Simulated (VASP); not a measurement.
# BiTe (P4/nmm) in VASP: a series of runs

Runs on BiTe. Level: PBE. Tasks: relaxation of shape and atoms at fixed volume.

Program: VASP 6.6.1. These are calculated values, not measurements. Logs are shortened: lines on timing, memory, paths and dates and some standing lists are left out, and cuts for length are marked.

**1. The cell of the first run**

It takes space group P4/nmm (No. 129, tetragonal). Conventional cell: a = 5.654 Å, b = 5.654 Å, c = 4.185 Å, α = 90.00°, β = 90.00°, γ = 90.00°. Within 4.2 Å of Bi (site symmetry 4mm) lie 8 Te at 3.18 to 3.92 Å and 6 Bi at 4.18 to 4.19 Å. Within 4.2 Å of Te (site symmetry -4m2) lie 8 Bi at 3.18 to 3.92 Å and 6 Te at 4.00 to 4.18 Å.

**2. Relaxation of shape and atoms at fixed volume, PBE (33.44 Å³/atom)**

File INCAR:

```
SYSTEM = BiTe
  PREC = Accurate
  ENCUT = 600
  EDIFF = 1E-7
  ISMEAR = 0
  SIGMA = 0.05
  LREAL = .FALSE.
  LASPH = .TRUE.
  NELM = 100
  ALGO = Normal
  ISIF = 4
  LWAVE = .FALSE.
  LCHARG = .FALSE.
  GGA = PE
  IBRION = 2
  NSW = 60
  EDIFFG = -0.01
```

File KPOINTS:

```
regular mesh
0
G
  6 6 8
  0 0 0
```

File POSCAR:

```
BiTe
1.0
    5.6539147675      0.0000000000      0.0000000000
    0.0000000000      5.6539147675      0.0000000000
    0.0000000000      0.0000000000      4.1848915125
Bi Te
2 2
Direct
    0.5000000000      0.0000000000      0.3493954278
    0.0000000000      0.5000000000      0.6506045722
    0.0000000000      0.0000000000      0.0000000000
    0.5000000000      0.5000000000      0.0000000000
```

Potentials or basis: VASP PAW PBE potentials, release 64 (Bi_d, Te).

Command:

```console
$ cat potpaw_PBE.64/Bi_d/POTCAR potpaw_PBE.64/Te/POTCAR > POTCAR
$ mpirun -np 1 vasp_std > vasp.out
```

OUTCAR:

```text
SYSTEM = BiTe
   PREC = Accurate
   ENCUT = 600
   EDIFF = 1E-7
   ISMEAR = 0
   LREAL = .FALSE.
   LASPH = .TRUE.
   NELM = 100
   ISIF = 4
   GGA = PE
   IBRION = 2
   NSW = 60
   EDIFFG = -0.01

 ion  position               nearest neighbor table
   1  0.500  0.000  0.349-   3 3.18   4 3.18   4 3.18   3 3.18
   2  0.000  0.500  0.651-   3 3.18   4 3.18   3 3.18   4 3.18
   3  0.000  0.000  0.000-   1 3.18   2 3.18   2 3.18   1 3.18
   4  0.500  0.500  0.000-   1 3.18   2 3.18   1 3.18   2 3.18

  LATTYP: Found a simple tetragonal cell.
 ALAT       =     5.6539147675
 C/A-ratio  =     0.7401759108

  Lattice vectors:

 A1 = (   5.6539147675,   0.0000000000,   0.0000000000)
 A2 = (   0.0000000000,   5.6539147675,   0.0000000000)
 A3 = (   0.0000000000,   0.0000000000,   4.1848915125)

Analysis of symmetry for initial positions (statically):
=====================================================================
 Subroutine PRICEL returns:
 Original cell was already a primitive cell.

 Routine SETGRP: Setting up the symmetry group for a
 simple tetragonal supercell.

 Subroutine GETGRP returns: Found 16 space group operations
 (whereof  8 operations were pure point group operations)
 out of a pool of 16 trial point group operations.

The static configuration has the point symmetry D_2d.
 The point group associated with its full space group is D_4h.

Analysis of symmetry for dynamics (positions and initial velocities):
=====================================================================
 Subroutine PRICEL returns:
 Original cell was already a primitive cell.

 Routine SETGRP: Setting up the symmetry group for a
 simple tetragonal supercell.

 Subroutine GETGRP returns: Found 16 space group operations
 (whereof  8 operations were pure point group operations)
 out of a pool of 16 trial point group operations.

The dynamic configuration has the point symmetry D_2d.
 The point group associated with its full space group is D_4h.

 Subroutine INISYM returns: Found 16 space group operations
 (whereof  8 operations are pure point group operations),
 and found     1 'primitive' translations

----------------------------------------------------------------------------------------

                                     Primitive cell

  volume of cell :     133.7774

  direct lattice vectors                    reciprocal lattice vectors
     5.653914767  0.000000000  0.000000000     0.176868602  0.000000000  0.000000000
     0.000000000  5.653914767  0.000000000     0.000000000  0.176868602  0.000000000
     0.000000000  0.000000000  4.184891513     0.000000000  0.000000000  0.238954820

  length of vectors
     5.653914767  5.653914767  4.184891513     0.176868602  0.176868602  0.238954820

  position of ions in fractional coordinates (direct lattice)
     0.500000000  0.000000000  0.349395428
     0.000000000  0.500000000  0.650604572
     0.000000000  0.000000000  0.000000000
     0.500000000  0.500000000  0.000000000

  ion indices of the primitive-cell ions
   primitive index   ion index
                 1           1
                 2           2
                 3           3
                 4           4

----------------------------------------------------------------------------------------

 KPOINTS: regular mesh

Automatic generation of k-mesh.
 Grid dimensions read from file:
 generate k-points for:    6    6    8

 Generating k-lattice:

  Cartesian coordinates                     Fractional coordinates (reciprocal lattice)
     0.029478100  0.000000000  0.000000000     0.166666667  0.000000000  0.000000000
     0.000000000  0.029478100  0.000000000     0.000000000  0.166666667  0.000000000
     0.000000000  0.000000000  0.029869353     0.000000000  0.000000000  0.125000000

  Length of vectors
     0.029478100  0.029478100  0.029869353

  Shift w.r.t. Gamma in fractional coordinates (k-lattice)
     0.000000000  0.000000000  0.000000000

 Subroutine IBZKPT returns following result:
 ===========================================

 Found     50 irreducible k-points:

 Following reciprocal coordinates:
            Coordinates               Weight
  0.000000  0.000000  0.000000      1.000000
  0.166667  0.000000  0.000000      4.000000
  0.333333  0.000000  0.000000      4.000000
  0.500000  0.000000  0.000000      2.000000
  0.166667  0.166667  0.000000      4.000000
  0.333333  0.166667  0.000000      8.000000
[... 16 lines left out ...]
  0.333333  0.000000  0.250000      8.000000
  0.500000  0.000000  0.250000      4.000000
 [... further k-points ...]
   k-points           NKPTS =     50   k-points in BZ     NKDIM =     50   number of bands    NBANDS=     25
   number of dos      NEDOS =    301   number of ions     NIONS =      4
   total plane-waves  NPLWV =  82944
   dimension x,y,z NGX =    48 NGY =   48 NGZ =   36
   dimension x,y,z NGXF=    96 NGYF=   96 NGZF=   72
   ions per type =               2   2
   NGX,Y,Z   is equivalent  to a cutoff of  14.11, 14.11, 14.30 a.u.
   NGXF,Y,Z  is equivalent  to a cutoff of  28.23, 28.23, 28.60 a.u.
 SYSTEM =  BiTe
   PREC   = accura    normal or accurate (medium, high low for compatibility)
   ISTART =      0    job   : 0-new  1-cont  2-samecut
   ICHARG =      2    charge: 1-file 2-atom 10-const
   ISPIN  =      1    spin polarized calculation?
   LNONCOLLINEAR =      F non collinear calculations
   LSORBIT =      F    spin-orbit coupling
   LASPH  =      T    aspherical Exc in radial PAW
   ENCUT  =  600.0 eV  44.10 Ry    6.64 a.u.  11.29 11.29  8.36*2*pi/ulx,y,z
   NELM   =    100;   NELMIN=  2; NELMDL= -5     # of ELM steps
   EDIFF  = 0.1E-06   stopping-criterion for ELM
   LREAL  =      F    real-space projection
   EDIFFG = -.1E-01   stopping-criterion for IOM
   NSW    =     60    number of steps for IOM
   IBRION =      2    ionic relax: 0-MD 1-quasi-New 2-CG
   NFREE  =      1    steps in history (QN), initial steepest desc. (CG)
   ISIF   =      4    stress and relaxation
   ISYM   =      2    0-nonsym 1-usesym 2-fastsym
   POTIM  = 0.5000    time-step for ionic-motion
   TEBEG  =    0.0;   TEEND  =   0.0 temperature during run
   PSTRESS=    0.0 pullay stress
   NELECT =      42.0000    total number of electrons
   NUPDOWN=      -1.0000    fix difference up-down
   EMIN   =  10.00;   EMAX   =-10.00  energy-range for DOS
   EFERMI =   0.00;   METHOD = LEGACY
   ISMEAR =     0;   SIGMA  =   0.05  broadening in eV -4-tet -1-fermi 0-gaus
   EFERMI_NEDOS =   21; number of points for ismear=-14 and -15
   IALGO  =     38    algorithm
   IMIX   =      4    mixing-type and parameters
     AMIX     =   0.40;   BMIX     =  1.00
     AMIX_MAG =   1.60;   BMIX_MAG =  1.00
  volume/ion in A,a.u.               =      33.44       225.69
  Fermi-wavevector in a.u.,A,eV,Ry     =   1.112663  2.102628 16.844274  1.238019
  Thomas-Fermi vector in A             =   2.249240
   LORBIT       =      0    0 simple, 1 ext, 2 COOP (PROOUT), +10 PAW based schemes
   GGA     = PE    functional components
   LHFCALC =     F    Hartree Fock is set to
   AEXX    =    0.0000 exact exchange contribution
   IVDW    =     0    specifies the selected vdW correction
   LEPSILON=     F    determine dielectric tensor
   LRPA    =     F    only Hartree local field effects (RPA)
 conjugate gradient relaxation of ions
 non-spin polarized calculation
 Gauss-broadening in eV      SIGMA  =   0.05
  energy-cutoff  :      600.00
  volume of cell :      133.78
 maximum number of plane-waves:      4494
 NGX is ok and might be reduce to    48
   NGX = 23   NGY = 23   NGZ = 17

--------------------------------------- Ionic step        1  -------------------------------------------

 number of electron      42.0000005 magnetization

 Free energy of the ion-electron system (eV)
  ---------------------------------------------------
  ext. energy  EPLUGINS =         0.00000000
  ---------------------------------------------------
  free energy    TOTEN  =       -13.94374195 eV

  energy without entropy =      -13.94061295  energy(sigma->0) =      -13.94217745

------------------------ aborting loop because EDIFF is reached ----------------------------------------

  FORCE on cell =-STRESS in cart. coord.  units (eV):
  Direction    XX          YY          ZZ          XY          YZ          ZX
  --------------------------------------------------------------------------------------
  -------------------------------------------------------------------------------------
  Total       -0.8578951     -0.8578951     -0.6500697      0.0000000      0.0000000      0.0000000
  in kB      -10.2745321    -10.2745321     -7.7855227      0.0000000      0.0000000      0.0000000
  external PRESSURE =      -9.4448623 kB  Pullay stress =       0.0000000 kB

 VOLUME and BASIS-vectors are now :
 -----------------------------------------------------------------------------
  energy-cutoff  :      600.00
  volume of cell :      133.78
      direct lattice vectors                 reciprocal lattice vectors
     5.653914767  0.000000000  0.000000000     0.176868602  0.000000000  0.000000000
     0.000000000  5.653914767  0.000000000     0.000000000  0.176868602  0.000000000
     0.000000000  0.000000000  4.184891513     0.000000000  0.000000000  0.238954820
[... 191 lines left out ...]
 POSITION                                       TOTAL-FORCE (eV/Angst)
 -----------------------------------------------------------------------------------
      2.82236      0.00000      1.42804        -0.000000      0.000000      0.009203
      5.64472      2.82236      2.77050         0.000000     -0.000000     -0.009203
      0.00000      0.00000      4.19854         0.000000     -0.000000      0.000000
      2.82236      2.82236      4.19854         0.000000      0.000000      0.000000
 -----------------------------------------------------------------------------------
    total drift:                                0.000000     -0.000000     -0.000000

  FREE ENERGIE OF THE ION-ELECTRON SYSTEM (eV)
  ---------------------------------------------------
  free  energy   TOTEN  =       -13.9472553066 eV

  energy  without entropy=      -13.9441483881  energy(sigma->0) =      -13.94570185

--------------------------------------- Ionic step        7  -------------------------------------------

 number of electron      42.0000001 magnetization

 Free energy of the ion-electron system (eV)
  ---------------------------------------------------
  ext. energy  EPLUGINS =         0.00000000
  ---------------------------------------------------
  free energy    TOTEN  =       -13.94731656 eV

  energy without entropy =      -13.94413935  energy(sigma->0) =      -13.94572796

 E-fermi :   6.9076     XC(G=0):  -9.5595

 val. band max:        6.8678214663   @ k =   0.3333   0.1667   0.3750
 cond. band min:       6.9194773217   @ k =   0.1667   0.1667   0.5000
 fundamental gap:      0.0516558554
 Fermi energy:         6.9075880237

 k-point     1 :       0.0000    0.0000    0.0000
  band No.  band energies     occupation
      1     -16.5897      2.00000
      2     -16.5872      2.00000
      3     -16.5728      2.00000
      4     -16.5621      2.00000
      5     -16.5463      2.00000
      6     -16.5463      2.00000
[... 17 lines left out ...]
     24       9.5461      0.00000
     25       9.6963      0.00000
[... 621 lines left out ...]
      3     -16.5761      2.00000
      4     -16.5761      2.00000
      5     -16.5490      2.00000
      6     -16.5490      2.00000
[... 17 lines left out ...]
     24       8.0862      0.00000
     25       8.7000      0.00000

 [... further k-points ...]

------------------------ aborting loop because EDIFF is reached ----------------------------------------

  FORCE on cell =-STRESS in cart. coord.  units (eV):
  Direction    XX          YY          ZZ          XY          YZ          ZX
  --------------------------------------------------------------------------------------
  -------------------------------------------------------------------------------------
  Total       -0.3925030     -0.3925030     -0.3819571      0.0000000     -0.0000000      0.0000000
  in kB       -4.7007905     -4.7007905     -4.5744878      0.0000000     -0.0000000      0.0000000
  external PRESSURE =      -4.6586896 kB  Pullay stress =       0.0000000 kB

 VOLUME and BASIS-vectors are now :
 -----------------------------------------------------------------------------
  energy-cutoff  :      600.00
  volume of cell :      133.78
      direct lattice vectors                 reciprocal lattice vectors
     5.642015670  0.000000000  0.000000000     0.177241620  0.000000000  0.000000000
     0.000000000  5.642015670  0.000000000     0.000000000  0.177241620 -0.000000000
     0.000000000  0.000000000  4.202562128     0.000000000 -0.000000000  0.237950081

 POSITION                                       TOTAL-FORCE (eV/Angst)
 -----------------------------------------------------------------------------------
      2.82101      0.00000      1.43323        -0.000000     -0.000000     -0.001428
      0.00000      2.82101      2.76933         0.000000      0.000000      0.001428
      0.00000      0.00000      0.00000         0.000000      0.000000      0.000000
      2.82101      2.82101      0.00000         0.000000      0.000000      0.000000
 -----------------------------------------------------------------------------------
    total drift:                                0.000000      0.000000      0.000000

  FREE ENERGIE OF THE ION-ELECTRON SYSTEM (eV)
  ---------------------------------------------------
  free  energy   TOTEN  =       -13.9473165623 eV

  energy  without entropy=      -13.9441393480  energy(sigma->0) =      -13.94572796

 reached required accuracy - stopping structural energy minimisation
```

Run time: 8.8 min. Hardware: 1 thread of AMD EPYC 9R45 (Zen 5), shared host; peak memory 0.37 GiB.

What came out:

| Property | Result |
| --- | --- |
| Free energy | -13.9473 eV |
| Energy gained by relaxing | 0.9 meV/atom |
| Ionic steps | 7 |
| Pressure after relaxing | -0.5 GPa |
| Band gap on the k mesh | zero (bands 21 and 22 overlap by 2.71 eV) |

Step by step:
```csv
step,energy change (eV),largest force (eV/Å),pressure (GPa),volume (Å³)
1,0.0000,0.0894,-0.94,133.78
2,-0.0010,0.0782,-0.86,133.78
3,-0.0025,0.0476,-0.64,133.78
4,-0.0026,0.0410,-0.58,133.78
5,-0.0033,0.0237,-0.54,133.78
6,-0.0035,0.0092,-0.44,133.78
7,-0.0036,0.0014,-0.47,133.78
```

Final structure:
```
Bi Te
1.0
     5.64202    0.00000    0.00000
     0.00000    5.64202    0.00000
     0.00000    0.00000    4.20256
Bi Te
2 2
Direct
  0.50000 0.00000 0.34104
  0.00000 0.50000 0.65896
  0.00000 0.00000 0.00000
  0.50000 0.50000 0.00000
```

Caveat: spin-orbit coupling is left out, which moves the levels of the heavy elements.

[end of part 1 of 2]

The gap in the log of VASP goes by the Fermi energy; the results here count the filled bands.